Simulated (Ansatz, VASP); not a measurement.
## Two plane-wave programs on AlRu

```
Al Ru
1.0
     3.00370    0.00000    0.00000
     0.00000    3.00370    0.00000
     0.00000    0.00000    3.00370
Al Ru
1 1
Cartesian
  0.0000 0.0000 0.0000
  1.5019 1.5019 1.5019
```

Alike in both runs: functional PBE; k mesh 6 × 6 × 6; occupations gaussian, width 0.1 eV; no spin polarisation.

Ansatz relaxed the structure, and its values are those at the end. VASP's run is a single point on that final structure, the one shown.

```csv
,VASP,Ansatz
version,VASP 6.6.1,Ansatz 0.2.0
potentials or method,"VASP PAW PBE potentials, release 64 (Al, Ru_pv), cutoff 520 eV","scalar-relativistic, plane waves, PAW"
valence electrons in the cell,17,19
```

Ansatz gave:

```
gap on the k mesh at the Fermi level (eV) : none
pressure (GPa)                            : 0.0
```

Q: What did VASP give for the same quantities?

A: gap on the k mesh at the Fermi level (eV): none; pressure (GPa): -0.1.

A gap of «none» marks a metal or a gap that the smearing closes. VASP's potentials hold 17 valence electrons a cell and Ansatz's 19, so a difference there can come from the potentials and not from the codes.
